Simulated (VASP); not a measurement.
# BeSb (P-6m2) in VASP: further runs

Runs on BeSb. Level: PBE. Tasks: single point, relaxation of cell and atoms.

Program: VASP 6.6.1. These are calculated values, not measurements. Logs are shortened: lines on timing, memory, paths and dates and some standing lists are left out, and cuts for length are marked.

## Step 1: The cell of the first run

It takes space group P-6m2 (No. 187, hexagonal). Conventional cell: a = 3.392 Å, b = 3.392 Å, c = 3.267 Å, α = 90.00°, β = 90.00°, γ = 120.00°. Be (site symmetry -6m2) has 6 Sb at 2.55 Å and 8 Be at 3.27 to 3.39 Å within 3.4 Å. Within 3.4 Å of Sb (site symmetry -6m2) lie 6 Be at 2.55 Å and 8 Sb at 3.27 to 3.39 Å.

## Step 2: Single point, PBE

File INCAR:

```
ALGO = Normal
EDIFF = 1E-6
ENCUT = 520
GGA = PE
ISIF = 2
ISMEAR = 0
LASPH = True
LCHARG = False
LREAL = False
LWAVE = False
NBANDS = 10
NELM = 60
PREC = Accurate
SIGMA = 0.1
```

File KPOINTS:

```
k-points
0
Gamma
  6 6 6
```

File POSCAR:

```
BeSb
1.0
    3.3915000000      0.0000000000      0.0000000000
   -1.6957500000      2.9371251600      0.0000000000
    0.0000000000      0.0000000000      3.2670532600
Be Sb
1 1
Direct
    0.0000000000      0.0000000000      0.0000000000
    0.3333333300      0.6666666700      0.5000000000
```

Potentials or basis: VASP PAW PBE potentials, release 64 (Be, Sb).

Launch:

```console
> cat potpaw_PBE.64/Be/POTCAR potpaw_PBE.64/Sb/POTCAR > POTCAR
> mpirun -np 1 vasp_std > vasp.out
```

OUTCAR:

```text
EDIFF = 1E-6
   ENCUT = 520
   GGA = PE
   ISIF = 2
   ISMEAR = 0
   LASPH = True
   LREAL = False
   NELM = 60
   PREC = Accurate

 ion  position               nearest neighbor table
   1  0.000  0.000  0.000-   2 2.55   2 2.55   2 2.55   2 2.55   2 2.55   2 2.55
   2  0.333  0.667  0.500-   1 2.55   1 2.55   1 2.55   1 2.55   1 2.55   1 2.55

  LATTYP: Found a hexagonal cell.
 ALAT       =     3.3915000000
 C/A-ratio  =     0.9633062834

  Lattice vectors:

 A1 = (   3.3915000000,   0.0000000000,   0.0000000000)
 A2 = (  -1.6957500000,   2.9371251600,   0.0000000000)
 A3 = (   0.0000000000,   0.0000000000,   3.2670532600)

Analysis of symmetry for initial positions (statically):
=====================================================================
 Subroutine PRICEL returns:
 Original cell was already a primitive cell.

 Routine SETGRP: Setting up the symmetry group for a
 hexagonal supercell.

 Subroutine GETGRP returns: Found 12 space group operations
 (whereof 12 operations were pure point group operations)
 out of a pool of 24 trial point group operations.

The static configuration has the point symmetry D_3h.

Analysis of symmetry for dynamics (positions and initial velocities):
=====================================================================
 Subroutine PRICEL returns:
 Original cell was already a primitive cell.

 Routine SETGRP: Setting up the symmetry group for a
 hexagonal supercell.

 Subroutine GETGRP returns: Found 12 space group operations
 (whereof 12 operations were pure point group operations)
 out of a pool of 24 trial point group operations.

The dynamic configuration has the point symmetry D_3h.

 Subroutine INISYM returns: Found 12 space group operations
 (whereof 12 operations are pure point group operations),
 and found     1 'primitive' translations

----------------------------------------------------------------------------------------

                                     Primitive cell

  volume of cell :      32.5440

  direct lattice vectors                    reciprocal lattice vectors
     3.391500000  0.000000000  0.000000000     0.294854784  0.170234489  0.000000000
    -1.695750000  2.937125160  0.000000000     0.000000000  0.340468977  0.000000000
     0.000000000  0.000000000  3.267053260     0.000000000  0.000000000  0.306086225

  length of vectors
     3.391500000  3.391500003  3.267053260     0.340468978  0.340468977  0.306086225
[... 87 lines left out ...]
   ISIF   =      2    stress and relaxation
   ISYM   =      2    0-nonsym 1-usesym 2-fastsym
   POTIM  = 0.5000    time-step for ionic-motion
   TEBEG  =    0.0;   TEEND  =   0.0 temperature during run
   PSTRESS=    0.0 pullay stress
   NELECT =       7.0000    total number of electrons
   NUPDOWN=      -1.0000    fix difference up-down
   EMIN   =  10.00;   EMAX   =-10.00  energy-range for DOS
   EFERMI =   0.00;   METHOD = LEGACY
   ISMEAR =     0;   SIGMA  =   0.10  broadening in eV -4-tet -1-fermi 0-gaus
   EFERMI_NEDOS =   21; number of points for ismear=-14 and -15
   IALGO  =     38    algorithm
   IMIX   =      4    mixing-type and parameters
     AMIX     =   0.40;   BMIX     =  1.00
     AMIX_MAG =   1.60;   BMIX_MAG =  1.00
  volume/ion in A,a.u.               =      16.27       109.81
  Fermi-wavevector in a.u.,A,eV,Ry     =   0.980883  1.853601 13.090602  0.962132
  Thomas-Fermi vector in A             =   2.111848
   LORBIT       =      0    0 simple, 1 ext, 2 COOP (PROOUT), +10 PAW based schemes
   GGA     = PE    functional components
   LHFCALC =     F    Hartree Fock is set to
   AEXX    =    0.0000 exact exchange contribution
   IVDW    =     0    specifies the selected vdW correction
   LEPSILON=     F    determine dielectric tensor
   LRPA    =     F    only Hartree local field effects (RPA)
 non-spin polarized calculation
 Gauss-broadening in eV      SIGMA  =   0.10
  energy-cutoff  :      520.00
  volume of cell :       32.54
 maximum number of plane-waves:       900
 NGX is ok and might be reduce to    28
   NGX = 13   NGY = 13   NGZ = 13

 number of electron       7.0000000 magnetization

 Free energy of the ion-electron system (eV)
  ---------------------------------------------------
  ext. energy  EPLUGINS =         0.00000000
  ---------------------------------------------------
  free energy    TOTEN  =        -6.47164463 eV

  energy without entropy =       -6.46845207  energy(sigma->0) =       -6.47004835

 E-fermi :   8.9935     XC(G=0): -10.6018

 val. band max:        8.9882456802   @ k =   0.5000   0.0000   0.1667
 cond. band min:       9.0274286984   @ k =   0.3333   0.0000   0.5000
 fundamental gap:      0.0391830183
 Fermi energy:         8.9934991392

 k-point     1 :       0.0000    0.0000    0.0000
  band No.  band energies     occupation
      1      -4.3339      2.00000
      2       8.2238      2.00000
      3      10.5437      0.00000
      4      10.5437      0.00000
      5      12.9311      0.00000
      6      14.3879      0.00000
      7      14.3879      0.00000
      8      15.4500      0.00000
      9      17.7622      0.00000
     10      21.5417      0.00000
[... 287 lines left out ...]
 k-point    24 :       0.3333    0.0000    0.5000
  band No.  band energies     occupation
      1      -0.3188      2.00000
      2       2.7021      2.00000
      3       6.2151      2.00000
      4       9.0274      0.63134
      5      11.3232      0.00000
      6      12.3572      0.00000
      7      14.4644      0.00000
      8      15.4990      0.00000
      9      23.8535      0.00000
     10      23.8725      0.00000

 [... further k-points ...]

------------------------ aborting loop because EDIFF is reached ----------------------------------------

  FORCE on cell =-STRESS in cart. coord.  units (eV):
  Direction    XX          YY          ZZ          XY          YZ          ZX
  --------------------------------------------------------------------------------------
  -------------------------------------------------------------------------------------
  Total        2.5842874      2.5842874      4.1889694      0.0000000     -0.0000000     -0.0000000
  in kB      127.2274724    127.2274727    206.2278323      0.0000000     -0.0000000     -0.0000000
  external PRESSURE =     153.5609258 kB  Pullay stress =       0.0000000 kB

 VOLUME and BASIS-vectors are now :
 -----------------------------------------------------------------------------
  energy-cutoff  :      520.00
  volume of cell :       32.54
      direct lattice vectors                 reciprocal lattice vectors
     3.391500000  0.000000000  0.000000000     0.294854784  0.170234489  0.000000000
    -1.695750000  2.937125160  0.000000000     0.000000000  0.340468977  0.000000000
     0.000000000  0.000000000  3.267053260     0.000000000  0.000000000  0.306086225

 POSITION                                       TOTAL-FORCE (eV/Angst)
 -----------------------------------------------------------------------------------
      0.00000      0.00000      0.00000         0.000000     -0.000000      0.000000
     -0.00000      1.95808      1.63353        -0.000000      0.000000      0.000000
 -----------------------------------------------------------------------------------
    total drift:                                0.000002     -0.000001      0.000000

  FREE ENERGIE OF THE ION-ELECTRON SYSTEM (eV)
  ---------------------------------------------------
  free  energy   TOTEN  =        -6.4716446299 eV

  energy  without entropy=       -6.4684520723  energy(sigma->0) =       -6.47004835
```

stdout:

```text
POSCAR found type information on POSCAR BeSb
 POSCAR found :  2 types and       2 ions
 scaLAPACK will be used
 LDA part: xc-table for (Slater+PW92), standard interpolation
 POSCAR, INCAR and KPOINTS ok, starting setup
 FFT: planning ... GRIDC
 FFT: planning ... GRID_SOFT
 FFT: planning ... GRID
 WAVECAR not read
 entering main loop
```

Run time: 4.1 s. Hardware: 1 thread of Intel Xeon 6975P-C (Granite Rapids), shared host; peak memory 0.15 GiB.

What came out:

| Quantity | Value |
| --- | --- |
| Free energy | -6.4716 eV |
| Pressure | 15.4 GPa |
| Band gap on the k mesh | zero (an odd number of electrons rules out a gap without spin polarisation) |

Caveat: the stress differs along the axes, from 13 to 21 GPa; spin-orbit coupling is left out, which moves the levels of the heavy elements.

## Step 3: Single point, PBE

This run uses another cell than the first one, of 19.79 Å³/atom.

File INCAR:

```
PREC = Accurate
ENCUT = 520
EDIFF = 1E-6
ISMEAR = 0
SIGMA = 0.1
LREAL = F
LASPH = T
NELM = 100
ALGO = Normal
ISIF = 2
LWAVE = F
LCHARG = T
GGA = PE
LELF = T
LVHAR = T
NBANDS = 10
```

File KPOINTS:

```
regular mesh
0
Gamma
  18 18 16
```

File POSCAR:

```
BeSb
1.0
    3.8790955075      0.0000000000      0.0000000000
   -1.9395477538      3.3593952532      0.0000000000
    0.0000000000      0.0000000000      3.0375455528
Be Sb
1 1
Direct
    0.0000000000      0.0000000000      0.0000000000
    0.3333333333      0.6666666667      0.5000000000
```

Potentials or basis: VASP PAW PBE potentials, release 64 (Be, Sb).

Launch:

```console
> cat potpaw_PBE.64/Be/POTCAR potpaw_PBE.64/Sb/POTCAR > POTCAR
> mpirun -np 1 vasp_std > vasp.out
```

It took 47 s on 1 thread of Intel Xeon 6975P-C (Granite Rapids), shared host; peak memory 0.27 GiB.

Results (log left out):

```
Free energy            : -6.8817 eV
Pressure               : 0.2 GPa
Band gap on the k mesh : zero (an odd number of electrons rules out a gap without spin polarisation)
```

Stress tensor (GPa, compression positive):
```
0.13 0.00 0.00
0.00 0.13 0.00
0.00 0.00 0.22
```

Levels at points of the mesh, in eV from the Fermi level:
```csv
k point,band 1,band 2,band 3,band 4,band 5,band 6,band 7,band 8
"(0.00, 0.00, 0.00)",-12.31,-0.77,-0.77,2.13,2.44,3.38,3.38,7.01
"(0.50, 0.00, 0.00)",-10.73,-6.56,-2.60,1.23,4.56,6.78,8.05,9.06
"(0.00, 0.00, 0.50)",-9.26,-6.68,2.63,2.63,3.49,3.49,4.01,5.44
"(0.50, 0.00, 0.50)",-7.41,-5.23,-3.86,-1.15,1.09,2.30,4.15,4.78
```

Caveat: spin-orbit coupling is left out, which moves the levels of the heavy elements.

## Step 4: Relaxation of cell and atoms, PBE

This run uses another cell than the first one, of 19.03 Å³/atom.

File INCAR:

```
PREC = Accurate
ENCUT = 600
EDIFF = 1E-7
ISMEAR = 0
SIGMA = 0.1
LREAL = F
LASPH = T
NELM = 60
ALGO = Normal
ISIF = 3
LWAVE = F
LCHARG = F
GGA = PE
IBRION = 2
NSW = 100
EDIFFG = -0.01
```

KPOINTS is that of step 3.

File POSCAR:

```
BeSb
1.0
    3.5553843938      0.0000000000      0.0000000000
   -1.7776921969      3.0790532052      0.0000000000
    0.0000000000      0.0000000000      3.4770287902
Be Sb
1 1
Direct
    0.0000000000      0.0000000000      0.0000000000
    0.3333333333      0.6666666667      0.5000000000
```

Launch:

```console
> cat potpaw_PBE.64/Be/POTCAR potpaw_PBE.64/Sb/POTCAR > POTCAR
> mpirun -np 1 vasp_std > vasp.out
```

Wall time 5.4 min (1 thread of Intel Xeon 6975P-C (Granite Rapids), shared host); peak memory 0.28 GiB.

It converged, with:

| Item | Value |
| --- | --- |
| Free energy | -6.8817 eV |
| Relaxed volume | 19.84 Å³/atom |
| Relaxed cell | a = 3.882 Å, b = 3.882 Å, c = 3.040 Å, α = 90.00°, β = 90.00°, γ = 120.00° |
| Space group after relaxing (to 0.1 Å) | P-6m2 (No. 187) |
| Energy gained by relaxing | 83.9 meV/atom |
| Ionic steps | 15 |
| Pressure after relaxing | 0.0 GPa |
| Band gap on the k mesh | zero (an odd number of electrons rules out a gap without spin polarisation) |

Step by step:
```tsv
step	energy change (eV)	largest force (eV/Å)	pressure (GPa)	volume (Å³)
1	0.0000	0.0000	0.36	38.06
2	-0.0103	0.0000	0.12	38.30
3	-0.0475	0.0000	-0.50	38.96
4	-0.1464	0.0000	-1.35	40.07
5	0.3050	0.0000	3.61	41.33
6	-0.1627	0.0000	-1.26	40.31
7	-0.1652	0.0000	-1.15	40.43
8	-0.1650	0.0000	-1.19	40.39
9	-0.1337	0.0000	2.75	38.76
10	-0.1668	0.0000	-0.54	40.09
11	-0.1674	0.0000	0.33	39.42
12	-0.1679	0.0000	-0.03	39.69
13	-0.1679	0.0000	-0.04	39.70
14	-0.1679	0.0000	0.04	39.66
15	-0.1679	0.0000	0.00	39.68
```

Final structure:
```yaml
crystal:
  lattice:
    - [3.88237, 0.00000, 0.00000]
    - [-1.94118, 3.36223, 0.00000]
    - [0.00000, 0.00000, 3.03997]
  atoms:
    - { symbol: Be, position: [0.00000, 0.00000, 0.00000] }
    - { symbol: Sb, position: [0.33333, 0.66667, 0.50000] }
```

Levels at points of the mesh, in eV from the Fermi level:
```tsv
k point	band 1	band 2	band 3	band 4	band 5	band 6	band 7
(0.00, 0.00, 0.00)	-12.29	-0.77	-0.77	2.12	2.44	3.37	3.37
(0.50, 0.00, 0.00)	-10.72	-6.54	-2.60	1.23	4.55	6.77	8.03
(0.00, 0.00, 0.50)	-9.25	-6.67	2.62	2.62	3.48	3.48	4.00
(0.50, 0.00, 0.50)	-7.41	-5.22	-3.85	-1.14	1.08	2.30	4.14
```

Caveat: spin-orbit coupling is left out, which moves the levels of the heavy elements.

## Step 5: Summary

```csv
task,cell,k mesh,cutoff (eV),gap on the mesh (eV),pressure (GPa)
single point,"a = 3.392, b = 3.392, c = 3.267 Å, angles 90.0, 90.0, 120.0°, 2 atoms",6 × 6 × 6,520,none,15.4
single point,"a = 3.879, b = 3.879, c = 3.038 Å, angles 90.0, 90.0, 120.0°, 2 atoms",18 × 18 × 16,520,none,0.2
relaxation of cell and atoms,"relaxed from a = 3.555, b = 3.555, c = 3.477 Å, angles 90.0, 90.0, 120.0°, 2 atoms",18 × 18 × 16,600,none,0.0
```

Alike in all rows: level PBE; potentials or basis VASP PAW PBE potentials, release 64 (Be, Sb); no spin polarisation; smearing gaussian 0.1 eV.

Caveats: spin-orbit coupling is left out, which moves the levels of the heavy elements; the stress differs along the axes, from 13 to 21 GPa (at least some runs).

Total energies depend on the potentials used, so only differences within one code and one set of settings carry meaning.

The gap in the log of VASP goes by the Fermi energy; the results here count the filled bands.